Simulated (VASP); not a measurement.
Write the native input for VASP 6.6.1 that does the following.

| Item | Value |
| --- | --- |
| Task | single point |
| Functional | PBE |
| Potentials or basis | VASP PAW PBE potentials, release 64 (Ge_d) |
| Cutoff | 520 eV |
| k mesh | 12 × 12 × 12 |
| Occupations | gaussian, width 0.017 eV |
| Spin | no spin polarisation |
| Dipole correction | no |
| Further INCAR settings | ALGO = Normal; EDIFF = 1e-06; NBANDS = 13 |

The structure of Ge lies in POSCAR:

```
Ge
1.0
   -1.6084200000      1.6084200000      1.8731800000
    1.6084200000     -1.6084200000      1.8731800000
    1.6084200000      1.6084200000     -1.8731800000
Ge
1
Direct
    0.5000000000      0.5000000000      0.0000000000
```

The input as run:

INCAR

```
  PREC = Accurate
  ENCUT = 520
  EDIFF = 1E-6
  ISMEAR = 0
  SIGMA = 0.017
  LREAL = F
  LASPH = T
  NELM = 60
  ALGO = Normal
  ISIF = 2
  LWAVE = F
  LCHARG = F
  GGA = PE
  NBANDS = 13
```

KPOINTS

```
regular mesh
0
Gamma
  12 12 12
```

Potentials or basis: VASP PAW PBE potentials, release 64 (Ge_d).

Run with:

```sh
$ cat potpaw_PBE.64/Ge_d/POTCAR > POTCAR
$ mpirun -np 1 vasp_std > vasp.out
```

It gave:

```yaml
Pressure: 0.8 GPa
Band_gap_on_the_k_mesh: zero (band 7 reaches 15.11 eV, above the bottom of band 8 at 3.80 eV)
```

It took 14 s on 1 thread of AMD EPYC 9R45 96-Core Processor (Zen 5) (shared host), peak memory 0.13 GiB.
